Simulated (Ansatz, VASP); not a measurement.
# BeTe in VASP and in Ansatz

```
CELL_PARAMETERS angstrom
0.00000 2.83146 2.83146
2.83146 0.00000 2.83146
2.83146 2.83146 0.00000
ATOMIC_POSITIONS crystal
Be 0.00000 0.00000 0.00000
Te 0.25000 0.25000 0.25000
```

Alike in both runs: task electric field gradients; functional PBE; k mesh 9 × 9 × 9; occupations fermi-dirac, width 0.02 eV; no spin polarisation.

```csv
,VASP,Ansatz
version,VASP 6.6.1,Ansatz 0.2.0
potentials or method,"VASP PAW PBE potentials, release 64 (Be, Te)","plane-wave PAW, scalar-relativistic"
plane-wave cutoff (eV),520,420
valence electrons in the cell,8,18
```

```csv
,VASP,Ansatz,Ansatz less VASP
gap on the k mesh at the Fermi level (eV),2.04,2.06,+0.014
pressure (GPa),0.2,0.0,-0.14
```

With one functional, cell and mesh, what is left measures potentials, basis and numerics. VASP's potentials hold 8 valence electrons a cell and Ansatz's 18, so a difference there can come from the potentials and not from the codes.

Spin-orbit coupling is off throughout.
